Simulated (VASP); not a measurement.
# BP (F-43m) in VASP: notebook

The runs below take BP through single point, with LDA.

All numbers are computed with VASP 6.6.1; they aren't measurements. Logs are shortened: lines on timing, memory, paths and dates and some standing lists are left out, and cuts for length are marked.

## Step 1: The cell of the first run

Symmetry: F-43m, No. 216, cubic system. The conventional cell has a = 4.458 Å, b = 4.458 Å, c = 4.458 Å, α = 90.00°, β = 90.00°, γ = 90.00°. Within 2.6 Å of B (site symmetry -43m) lie 4 P at 1.93 Å. Within 2.6 Å of P (site symmetry -43m) lie 4 B at 1.93 Å.

## Step 2: Single point, LDA

The input, INCAR:

```
SYSTEM = BP
PREC     = Accurate       ! precision mode
ENCUT    = 520            ! plane-wave cutoff, eV
EDIFF    = 1E-7           ! SCF threshold, eV
ISMEAR   = 0              ! smearing method
SIGMA    = 0.01           ! smearing width, eV
LREAL    = .False.        ! projectors in reciprocal space
LASPH    = .True.         ! aspherical terms in the spheres
NELM     = 80             ! most SCF steps
ALGO     = Normal         ! electronic algorithm
ISIF     = 2              ! what is computed and relaxed
LWAVE    = .False.        ! write WAVECAR
LCHARG   = .True.         ! write CHGCAR
GGA      = CA             ! functional
LELF     = .True.         ! ELF
LVHAR    = .True.       
NBANDS   = 11             ! bands
```

The input, KPOINTS:

```
regular mesh
0
Gamma
  8 8 8
  0 0 0
```

The input, POSCAR:

```
BP
1.0
    2.2291254471      2.2291254471      0.0000000000
   -2.2291254471      2.2291254471      0.0000000000
    0.0000000000      2.2291254471      2.2291254471
B P
1 1
Direct
    0.0000000000      0.0000000000      0.0000000000
    0.7500000000      0.2500000000      0.5000000000
```

Potentials or basis: VASP PAW LDA potentials, release 64 (B, P).

Command:

```console
> cat potpaw_LDA.64/B/POTCAR potpaw_LDA.64/P/POTCAR > POTCAR
> mpirun -np 1 vasp_std > vasp.out
```

OUTCAR:

```text
SYSTEM = BP
   PREC = Accurate
   ENCUT = 520
   EDIFF = 1E-7
   ISMEAR = 0
   LREAL = .False.
   LASPH = .True.
   NELM = 80
   ISIF = 2
   GGA = CA

 ion  position               nearest neighbor table
   1  0.000  0.000  0.000-   2 1.93   2 1.93   2 1.93   2 1.93
   2  0.750  0.250  0.500-   1 1.93   1 1.93   1 1.93   1 1.93

  LATTYP: Found a face centered cubic cell.
 ALAT       =     4.4582508942

  Lattice vectors:

 A1 = (   0.0000000000,   2.2291254471,   2.2291254471)
 A2 = (   2.2291254471,   0.0000000000,   2.2291254471)
 A3 = (   2.2291254471,   2.2291254471,   0.0000000000)

Analysis of symmetry for initial positions (statically):
=====================================================================
 Subroutine PRICEL returns:
 Original cell was already a primitive cell.

 Routine SETGRP: Setting up the symmetry group for a
 face centered cubic supercell.

 Subroutine GETGRP returns: Found 24 space group operations
 (whereof 24 operations were pure point group operations)
 out of a pool of 48 trial point group operations.

The static configuration has the point symmetry T_d .

Analysis of symmetry for dynamics (positions and initial velocities):
=====================================================================
 Subroutine PRICEL returns:
 Original cell was already a primitive cell.

 Routine SETGRP: Setting up the symmetry group for a
 face centered cubic supercell.

 Subroutine GETGRP returns: Found 24 space group operations
 (whereof 24 operations were pure point group operations)
 out of a pool of 48 trial point group operations.

The dynamic configuration has the point symmetry T_d .

 Subroutine INISYM returns: Found 24 space group operations
 (whereof 24 operations are pure point group operations),
 and found     1 'primitive' translations

----------------------------------------------------------------------------------------

                                     Primitive cell

  volume of cell :      22.1530

  direct lattice vectors                    reciprocal lattice vectors
     2.229125447  2.229125447  0.000000000     0.224303213  0.224303213 -0.224303213
    -2.229125447  2.229125447  0.000000000    -0.224303213  0.224303213 -0.224303213
     0.000000000  2.229125447  2.229125447     0.000000000  0.000000000  0.448606426

  length of vectors
     3.152459440  3.152459440  3.152459440     0.388504561  0.388504561  0.448606426

  position of ions in fractional coordinates (direct lattice)
     0.000000000  0.000000000  0.000000000
     0.750000000  0.250000000  0.500000000

  ion indices of the primitive-cell ions
   primitive index   ion index
                 1           1
                 2           2

----------------------------------------------------------------------------------------

 KPOINTS: regular mesh

Automatic generation of k-mesh.
 Grid dimensions read from file:
 generate k-points for:    8    8    8

 Generating k-lattice:

  Cartesian coordinates                     Fractional coordinates (reciprocal lattice)
     0.028037902  0.028037902 -0.028037902     0.125000000  0.000000000  0.000000000
    -0.028037902  0.028037902 -0.028037902     0.000000000  0.125000000  0.000000000
     0.000000000  0.000000000  0.056075803     0.000000000  0.000000000  0.125000000

  Length of vectors
     0.048563070  0.048563070  0.056075803

  Shift w.r.t. Gamma in fractional coordinates (k-lattice)
     0.000000000  0.000000000  0.000000000

 Subroutine IBZKPT returns following result:
 ===========================================

 Found     29 irreducible k-points:

 Following reciprocal coordinates:
            Coordinates               Weight
  0.000000  0.000000  0.000000      1.000000
  0.125000  0.000000  0.000000      8.000000
  0.250000  0.000000  0.000000      8.000000
  0.375000  0.000000  0.000000      8.000000
  0.500000  0.000000  0.000000      4.000000
  0.125000  0.125000  0.000000     12.000000
[... 16 lines left out ...]
  0.375000  0.250000  0.125000     48.000000
  0.500000  0.250000  0.125000     24.000000
 [... further k-points ...]
   k-points           NKPTS =     29   k-points in BZ     NKDIM =     29   number of bands    NBANDS=     11
   number of dos      NEDOS =    301   number of ions     NIONS =      2
   total plane-waves  NPLWV =  13824
   dimension x,y,z NGX =    24 NGY =   24 NGZ =   24
   dimension x,y,z NGXF=    48 NGYF=   48 NGZF=   48
   ions per type =               1   1
   NGX,Y,Z   is equivalent  to a cutoff of  12.66, 12.66, 12.66 a.u.
   NGXF,Y,Z  is equivalent  to a cutoff of  25.31, 25.31, 25.31 a.u.
 SYSTEM =  BP
   PREC   = accura    normal or accurate (medium, high low for compatibility)
   ISTART =      0    job   : 0-new  1-cont  2-samecut
   ICHARG =      2    charge: 1-file 2-atom 10-const
   ISPIN  =      1    spin polarized calculation?
   LNONCOLLINEAR =      F non collinear calculations
   LSORBIT =      F    spin-orbit coupling
   LASPH  =      T    aspherical Exc in radial PAW
   ENCUT  =  520.0 eV  38.22 Ry    6.18 a.u.   5.86  5.86  5.86*2*pi/ulx,y,z
   NELM   =     80;   NELMIN=  2; NELMDL= -5     # of ELM steps
   EDIFF  = 0.1E-06   stopping-criterion for ELM
   LREAL  =      F    real-space projection
   EDIFFG = 0.1E-05   stopping-criterion for IOM
   NSW    =      0    number of steps for IOM
   IBRION =     -1    ionic relax: 0-MD 1-quasi-New 2-CG
   NFREE  =      0    steps in history (QN), initial steepest desc. (CG)
   ISIF   =      2    stress and relaxation
   ISYM   =      2    0-nonsym 1-usesym 2-fastsym
   POTIM  = 0.5000    time-step for ionic-motion
   TEBEG  =    0.0;   TEEND  =   0.0 temperature during run
   PSTRESS=    0.0 pullay stress
   NELECT =       8.0000    total number of electrons
   NUPDOWN=      -1.0000    fix difference up-down
   EMIN   =  10.00;   EMAX   =-10.00  energy-range for DOS
   EFERMI =   0.00;   METHOD = LEGACY
   ISMEAR =     0;   SIGMA  =   0.01  broadening in eV -4-tet -1-fermi 0-gaus
   EFERMI_NEDOS =   21; number of points for ismear=-14 and -15
   IALGO  =     38    algorithm
   IMIX   =      4    mixing-type and parameters
     AMIX     =   0.40;   BMIX     =  1.00
     AMIX_MAG =   1.60;   BMIX_MAG =  1.00
  volume/ion in A,a.u.               =      11.08        74.75
  Fermi-wavevector in a.u.,A,eV,Ry     =   1.165808  2.203057 18.491787  1.359108
  Thomas-Fermi vector in A             =   2.302329
   LORBIT       =      0    0 simple, 1 ext, 2 COOP (PROOUT), +10 PAW based schemes
   GGA     = CA    functional components
   LHFCALC =     F    Hartree Fock is set to
   AEXX    =    0.0000 exact exchange contribution
   IVDW    =     0    specifies the selected vdW correction
   LEPSILON=     F    determine dielectric tensor
   LRPA    =     F    only Hartree local field effects (RPA)
 non-spin polarized calculation
 Gauss-broadening in eV      SIGMA  =   0.01
  energy-cutoff  :      520.00
  volume of cell :       22.15
 maximum number of plane-waves:       609
   NGX = 11   NGY = 11   NGZ = 11

 number of electron       8.0000001 magnetization

 Free energy of the ion-electron system (eV)
  ---------------------------------------------------
  ext. energy  EPLUGINS =         0.00000000
  ---------------------------------------------------
  free energy    TOTEN  =       -14.39160163 eV

  energy without entropy =      -14.39160163  energy(sigma->0) =      -14.39160163

 E-fermi :   8.1272     XC(G=0): -11.3086

 val. band max:        8.0526916103   @ k =   0.0000   0.0000   0.0000
 cond. band min:       9.2146895061   @ k =  -0.3750   0.3750   0.0000
 fundamental gap:      1.1619978958
 Fermi energy:         8.1272157305

 k-point     1 :       0.0000    0.0000    0.0000
  band No.  band energies     occupation
      1      -7.8138      2.00000
      2       8.0527      2.00000
      3       8.0527      2.00000
      4       8.0527      2.00000
      5      11.5186      0.00000
      6      11.5186      0.00000
      7      11.5186      0.00000
      8      16.2456      0.00000
      9      19.6935      0.00000
     10      20.3930      0.00000
     11      20.3930      0.00000

 k-point     2 :       0.1250    0.0000    0.0000
  band No.  band energies     occupation
      1      -7.5206      2.00000
      2       6.1561      2.00000
      3       7.6076      2.00000
      4       7.6076      2.00000
      5      12.1179      0.00000
      6      12.1338      0.00000
      7      12.1338      0.00000
      8      16.9148      0.00000
      9      19.3996      0.00000
     10      19.3996      0.00000
     11      20.5631      0.00000

 k-point     3 :       0.2500    0.0000    0.0000
  band No.  band energies     occupation
      1      -6.6584      2.00000
      2       3.0699      2.00000
      3       6.8970      2.00000
      4       6.8970      2.00000
      5      12.2990      0.00000
      6      12.9025      0.00000
      7      12.9025      0.00000
      8      18.0201      0.00000
      9      19.1292      0.00000
     10      19.1292      0.00000
     11      21.3557      0.00000

 k-point     4 :       0.3750    0.0000    0.0000
  band No.  band energies     occupation
      1      -5.3249      2.00000
      2       0.2294      2.00000
      3       6.4084      2.00000
      4       6.4084      2.00000
      5      12.2100      0.00000
      6      12.9032      0.00000
      7      12.9032      0.00000
      8      18.2658      0.00000
      9      20.8903      0.00000
     10      20.8903      0.00000
     11      22.2395      0.00000

 k-point     5 :       0.5000    0.0000    0.0000
  band No.  band energies     occupation
      1      -4.2758      2.00000
      2      -1.3410      2.00000
      3       6.2418      2.00000
      4       6.2418      2.00000
      5      12.1608      0.00000
      6      12.7711      0.00000
      7      12.7711      0.00000
      8      18.1656      0.00000
      9      22.9808      0.00000
     10      22.9808      0.00000
     11      23.1331      0.00000
[... 211 lines left out ...]
 k-point    21 :       0.5000    0.5000    0.0000
  band No.  band energies     occupation
      1      -2.7025      2.00000
      2      -0.7059      2.00000
      3       3.7562      2.00000
      4       3.7562      2.00000
      5       9.2548      0.00000
      6       9.5639      0.00000
      7      20.5540      0.00000
      8      20.5540      0.00000
      9      23.6845      0.00000
     10      25.1846      0.00000
     11      26.5213      0.00000

 k-point    22 :       0.2500    0.2500    0.1250
  band No.  band energies     occupation
      1      -5.9018      2.00000
      2       3.0630      2.00000
      3       4.0756      2.00000
      4       6.0105      2.00000
      5      11.5205      0.00000
      6      14.0687      0.00000
      7      14.4860      0.00000
      8      15.7997      0.00000
      9      19.9664      0.00000
     10      22.2240      0.00000
     11      24.1612      0.00000

 k-point    23 :       0.3750    0.2500    0.1250
  band No.  band energies     occupation
      1      -4.5996      2.00000
      2       0.7669      2.00000
      3       3.4471      2.00000
      4       5.1825      2.00000
      5      12.1291      0.00000
      6      13.6492      0.00000
      7      15.5702      0.00000
      8      16.6222      0.00000
      9      20.7369      0.00000
     10      21.7453      0.00000
     11      25.4845      0.00000

 k-point    24 :       0.5000    0.2500    0.1250
  band No.  band energies     occupation
      1      -3.5882      2.00000
      2      -0.6931      2.00000
      3       3.3879      2.00000
      4       4.7818      2.00000
      5      12.1754      0.00000
      6      13.4157      0.00000
      7      16.6557      0.00000
      8      18.0738      0.00000
      9      18.6734      0.00000
     10      22.7613      0.00000
     11      25.1607      0.00000

 [... further k-points ...]
[... 5 lines left out ...]
  --------------------------------------------------------------------------------------
  -------------------------------------------------------------------------------------
  Total        0.5312318      0.5312318      0.5312318     -0.0000000      0.0000000     -0.0000000
  in kB       38.4203292     38.4203292     38.4203292     -0.0000000      0.0000000     -0.0000000
  external PRESSURE =      38.4203292 kB  Pullay stress =       0.0000000 kB

 VOLUME and BASIS-vectors are now :
 -----------------------------------------------------------------------------
  energy-cutoff  :      520.00
  volume of cell :       22.15
      direct lattice vectors                 reciprocal lattice vectors
     2.229125447  2.229125447  0.000000000     0.224303213  0.224303213 -0.224303213
    -2.229125447  2.229125447  0.000000000    -0.224303213  0.224303213 -0.224303213
     0.000000000  2.229125447  2.229125447     0.000000000  0.000000000  0.448606426

 POSITION                                       TOTAL-FORCE (eV/Angst)
 -----------------------------------------------------------------------------------
      0.00000      0.00000      0.00000         0.000000     -0.000000      0.000000
      1.11456      3.34369      1.11456        -0.000000      0.000000     -0.000000
 -----------------------------------------------------------------------------------
    total drift:                                0.000000      0.000000     -0.000000

  FREE ENERGIE OF THE ION-ELECTRON SYSTEM (eV)
  ---------------------------------------------------
  free  energy   TOTEN  =       -14.3916016324 eV

  energy  without entropy=      -14.3916016324  energy(sigma->0) =      -14.39160163
```

It took 4.4 s on 1 thread of Intel Xeon Platinum 8259CL at 2.50GHz (Skylake/Cascade Lake), shared host; peak memory 0.12 GiB.

Results:

```
Free energy            : -14.3916 eV
Pressure               : 3.8 GPa
Band gap on the k mesh : 1.16 eV, indirect (least direct gap 3.47 eV)
```

A k mesh can miss the band edges.

## Step 3: Single point, LDA

The input, INCAR:

```
PREC     = Accurate       # precision mode
ENCUT    = 520            # plane-wave cutoff, eV
EDIFF    = 1E-6           # SCF threshold, eV
ISMEAR   = 0              # smearing method
SIGMA    = 0.01           # smearing width, eV
LREAL    = False          # projectors in reciprocal space
LASPH    = True           # aspherical terms in the spheres
NELM     = 80             # most SCF steps
ALGO     = Normal         # electronic algorithm
ISIF     = 2              # what is computed and relaxed
LWAVE    = False          # write WAVECAR
LCHARG   = False          # write CHGCAR
GGA      = CA             # functional
NBANDS   = 11             # bands
```

The input, KPOINTS:

```
Automatic mesh
0
Gamma
  8 8 8
```

POSCAR is that of step 2.

Potentials or basis: VASP PAW LDA potentials, release 64 (B, P).

Command:

```console
> cat potpaw_LDA.64/B/POTCAR potpaw_LDA.64/P/POTCAR > POTCAR
> mpirun -np 1 vasp_std > vasp.out
```

Wall time 3.7 s (1 thread of Intel Xeon Platinum 8259CL at 2.50GHz (Skylake/Cascade Lake), shared host); peak memory 0.12 GiB.

The run converged. Its results:

```yaml
Free_energy: -14.3916 eV
Pressure: 3.8 GPa
Band_gap_on_the_k_mesh: 1.16 eV, indirect (least direct gap 3.47 eV)
```

Levels at points of the mesh, in eV from the valence-band top:
| k point | band 2 | band 3 | band 4 | band 5 | band 6 | band 7 |
| --- | --- | --- | --- | --- | --- | --- |
| (0.00, 0.00, 0.00) | 0.00 | 0.00 | 0.00 | 3.47 | 3.47 | 3.47 |
| (0.50, 0.00, 0.00) | -9.39 | -1.81 | -1.81 | 4.11 | 4.72 | 4.72 |
| (0.50, 0.50, 0.00) | -8.76 | -4.30 | -4.30 | 1.20 | 1.51 | 12.50 |
